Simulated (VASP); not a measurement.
# HgF3 (Fm-3m) in VASP: single point with PBE

Aim: the single point of HgF3 with PBE.

All numbers are computed with VASP 6.6.1; they aren't measurements. Logs are shortened: lines on timing, memory, paths and dates and some standing lists are left out, and cuts for length are marked.

**1. The cell of the first run**

It takes space group Fm-3m (No. 225, cubic). The conventional cell has a = 5.609 Å, b = 5.609 Å, c = 5.609 Å, α = 90.00°, β = 90.00°, γ = 90.00°. Hg (site symmetry m-3m) has 14 F at 2.43 to 2.80 Å within 3.2 Å. Within 3.2 Å of F (site symmetry m-3m) lie 8 F at 2.43 Å and 6 Hg at 2.80 Å. F (site symmetry -43m) has 4 Hg at 2.43 Å and 10 F at 2.43 to 2.80 Å within 3.2 Å.

**2. Single point, PBE**

The input, INCAR:

```
SYSTEM = HgF3
  PREC = Accurate
  ENCUT = 700
  EDIFF = 1E-6
  ISMEAR = -1
  SIGMA = 0.05
  LREAL = .False.
  LASPH = .True.
  NELM = 120
  ALGO = Normal
  ISIF = 2
  LWAVE = .False.
  LCHARG = .False.
  GGA = PE
  NBANDS = 28
  GGA_COMPAT = .False.
```

The input, KPOINTS:

```
Automatic mesh
0
Gamma
  8 8 8
  0 0 0
```

The input, POSCAR:

```
HgF3
1.0
    0.0000000000      2.8047225385      2.8047225385
    2.8047225385      0.0000000000      2.8047225385
    2.8047225385      2.8047225385      0.0000000000
Hg F
1 3
Direct
    0.0000000000      0.0000000000      0.0000000000
    0.5000000000      0.5000000000      0.5000000000
    0.7500000000      0.7500000000      0.7500000000
    0.2500000000      0.2500000000      0.2500000000
```

Potentials or basis: VASP PAW PBE potentials, release 64 (Hg_sv_GW, F).

Started as:

```
$ cat potpaw_PBE.64/Hg_sv_GW/POTCAR potpaw_PBE.64/F/POTCAR > POTCAR
$ mpirun -np 1 vasp_std > vasp.out
```

OUTCAR:

```text
SYSTEM = HgF3
   PREC = Accurate
   ENCUT = 700
   EDIFF = 1E-6
   ISMEAR = -1
   LREAL = .False.
   LASPH = .True.
   NELM = 120
   ISIF = 2
   GGA = PE

 ion  position               nearest neighbor table
   1  0.000  0.000  0.000-   3 2.43   3 2.43   3 2.43   3 2.43   4 2.43   4 2.43   4 2.43   4 2.43

   2  0.500  0.500  0.500-
   3  0.750  0.750  0.750-   1 2.43   1 2.43   1 2.43   1 2.43
   4  0.250  0.250  0.250-   1 2.43   1 2.43   1 2.43   1 2.43

  LATTYP: Found a face centered cubic cell.
 ALAT       =     5.6094450770

  Lattice vectors:

 A1 = (   0.0000000000,   2.8047225385,   2.8047225385)
 A2 = (   2.8047225385,   0.0000000000,   2.8047225385)
 A3 = (   2.8047225385,   2.8047225385,   0.0000000000)

Analysis of symmetry for initial positions (statically):
=====================================================================
 Subroutine PRICEL returns:
 Original cell was already a primitive cell.

 Routine SETGRP: Setting up the symmetry group for a
 face centered cubic supercell.

 Subroutine GETGRP returns: Found 48 space group operations
 (whereof 48 operations were pure point group operations)
 out of a pool of 48 trial point group operations.

The static configuration has the point symmetry O_h .

Analysis of symmetry for dynamics (positions and initial velocities):
=====================================================================
 Subroutine PRICEL returns:
 Original cell was already a primitive cell.

 Routine SETGRP: Setting up the symmetry group for a
 face centered cubic supercell.

 Subroutine GETGRP returns: Found 48 space group operations
 (whereof 48 operations were pure point group operations)
 out of a pool of 48 trial point group operations.

The dynamic configuration has the point symmetry O_h .

 Subroutine INISYM returns: Found 48 space group operations
 (whereof 48 operations are pure point group operations),
 and found     1 'primitive' translations

----------------------------------------------------------------------------------------

                                     Primitive cell

  volume of cell :      44.1265

  direct lattice vectors                    reciprocal lattice vectors
     0.000000000  2.804722539  2.804722539    -0.178270753  0.178270753  0.178270753
     2.804722539  0.000000000  2.804722539     0.178270753 -0.178270753  0.178270753
[... 82 lines left out ...]
   ICHARG =      2    charge: 1-file 2-atom 10-const
   ISPIN  =      1    spin polarized calculation?
   LNONCOLLINEAR =      F non collinear calculations
   LSORBIT =      F    spin-orbit coupling
   LASPH  =      T    aspherical Exc in radial PAW
   ENCUT  =  700.0 eV  51.45 Ry    7.17 a.u.   8.56  8.56  8.56*2*pi/ulx,y,z
   NELM   =    120;   NELMIN=  2; NELMDL= -5     # of ELM steps
   EDIFF  = 0.1E-05   stopping-criterion for ELM
   LREAL  =      F    real-space projection
   EDIFFG = 0.1E-04   stopping-criterion for IOM
   NSW    =      0    number of steps for IOM
   IBRION =     -1    ionic relax: 0-MD 1-quasi-New 2-CG
   NFREE  =      0    steps in history (QN), initial steepest desc. (CG)
   ISIF   =      2    stress and relaxation
   ISYM   =      2    0-nonsym 1-usesym 2-fastsym
   POTIM  = 0.5000    time-step for ionic-motion
   TEBEG  =    0.0;   TEEND  =   0.0 temperature during run
   PSTRESS=    0.0 pullay stress
   NELECT =      41.0000    total number of electrons
   NUPDOWN=      -1.0000    fix difference up-down
   EMIN   =  10.00;   EMAX   =-10.00  energy-range for DOS
   EFERMI =   0.00;   METHOD = LEGACY
   ISMEAR =    -1;   SIGMA  =   0.05  broadening in eV -4-tet -1-fermi 0-gaus
   EFERMI_NEDOS =   21; number of points for ismear=-14 and -15
   IALGO  =     38    algorithm
   IMIX   =      4    mixing-type and parameters
     AMIX     =   0.40;   BMIX     =  1.00
     AMIX_MAG =   1.60;   BMIX_MAG =  1.00
  volume/ion in A,a.u.               =      11.03        74.45
  Fermi-wavevector in a.u.,A,eV,Ry     =   1.597483  3.018805 34.721409  2.551952
  Thomas-Fermi vector in A             =   2.695082
   LORBIT       =      0    0 simple, 1 ext, 2 COOP (PROOUT), +10 PAW based schemes
   GGA     = PE    functional components
   LHFCALC =     F    Hartree Fock is set to
   AEXX    =    0.0000 exact exchange contribution
   IVDW    =     0    specifies the selected vdW correction
   LEPSILON=     F    determine dielectric tensor
   LRPA    =     F    only Hartree local field effects (RPA)
 non-spin polarized calculation
  energy-cutoff  :      700.00
  volume of cell :       44.13
 maximum number of plane-waves:      1880
 NGX is ok and might be reduce to    36
   NGX = 17   NGY = 17   NGZ = 17

 number of electron      41.0000000 magnetization

 Free energy of the ion-electron system (eV)
  ---------------------------------------------------
  ext. energy  EPLUGINS =         0.00000000
  ---------------------------------------------------
  free energy    TOTEN  =        -8.62744520 eV

  energy without entropy =       -8.56624904  energy(sigma->0) =       -8.59684712

 E-fermi :   1.6354     XC(G=0): -11.7159

 val. band max:        1.6274674732   @ k =  -0.3750   0.1250   0.0000
 cond. band min:       1.6407366774   @ k =   0.3750   0.2500   0.1250
 fundamental gap:      0.0132692042
 Fermi energy:         1.6354405756

 k-point     1 :       0.0000    0.0000    0.0000
  band No.  band energies     occupation
      1    -110.2547      2.00000
      2     -58.6577      2.00000
      3     -58.6577      2.00000
      4     -58.6577      2.00000
      5     -20.0435      2.00000
      6     -18.8242      2.00000
[... 733 lines left out ...]
     27      21.3496      0.00000
     28      22.0197      0.00000

 [... further k-points ...]
[... 5 lines left out ...]
  --------------------------------------------------------------------------------------
  -------------------------------------------------------------------------------------
  Total        2.0336155      2.0336155      2.0336155      0.0000000      0.0000000      0.0000000
  in kB       73.8379636     73.8379636     73.8379636      0.0000000      0.0000000      0.0000000
  external PRESSURE =      73.8379636 kB  Pullay stress =       0.0000000 kB

 VOLUME and BASIS-vectors are now :
 -----------------------------------------------------------------------------
  energy-cutoff  :      700.00
  volume of cell :       44.13
      direct lattice vectors                 reciprocal lattice vectors
     0.000000000  2.804722539  2.804722539    -0.178270753  0.178270753  0.178270753
     2.804722539  0.000000000  2.804722539     0.178270753 -0.178270753  0.178270753
     2.804722539  2.804722539  0.000000000     0.178270753  0.178270753 -0.178270753

 POSITION                                       TOTAL-FORCE (eV/Angst)
 -----------------------------------------------------------------------------------
      0.00000      0.00000      0.00000        -0.000000     -0.000000     -0.000000
      2.80472      2.80472      2.80472        -0.000000     -0.000000     -0.000000
      4.20708      4.20708      4.20708        -0.000000     -0.000000     -0.000000
      1.40236      1.40236      1.40236         0.000000      0.000000      0.000000
 -----------------------------------------------------------------------------------
    total drift:                               -0.000000      0.000000      0.000000

  FREE ENERGIE OF THE ION-ELECTRON SYSTEM (eV)
  ---------------------------------------------------
  free  energy   TOTEN  =        -8.6274451999 eV

  energy  without entropy=       -8.5662490356  energy(sigma->0) =       -8.59684712
```

stdout:

```text
POSCAR found type information on POSCAR HgF
 POSCAR found :  2 types and       4 ions
 scaLAPACK will be used
 LDA part: xc-table for (Slater+PW92), standard interpolation
 POSCAR, INCAR and KPOINTS ok, starting setup
 FFT: planning ... GRIDC
 FFT: planning ... GRID_SOFT
 FFT: planning ... GRID
 WAVECAR not read
 entering main loop
```

It took 35 s on 1 thread of AMD EPYC 9R45 (Zen 5), shared host; peak memory 0.21 GiB.

What came out:

| Property | Result |
| --- | --- |
| Free energy | -8.6274 eV |
| Pressure | 7.4 GPa |
| Band gap on the k mesh | zero (an odd number of electrons rules out a gap without spin polarisation) |

Levels at points of the mesh, in eV from the Fermi level:
| k point | band 17 | band 18 | band 19 | band 20 | band 21 | band 22 | band 23 | band 24 | band 25 | band 26 |
| --- | --- | --- | --- | --- | --- | --- | --- | --- | --- | --- |
| (0.00, 0.00, 0.00) | -0.73 | -0.73 | -0.50 | -0.50 | -0.50 | 1.53 | 13.12 | 13.12 | 13.12 | 18.83 |
| (0.50, 0.00, 0.00) | -1.20 | -1.20 | -0.33 | 0.15 | 0.15 | 4.68 | 10.24 | 12.64 | 12.64 | 20.40 |
| (0.50, 0.50, 0.00) | -1.36 | -0.63 | -0.63 | -0.21 | -0.21 | 4.69 | 10.38 | 13.71 | 13.71 | 17.56 |

Caveat: the cell stands under pressure; spin-orbit coupling is left out, which moves the levels of the heavy elements; an odd number of electrons without spin polarisation forces a metal; a magnetic or distorted state may lie lower.
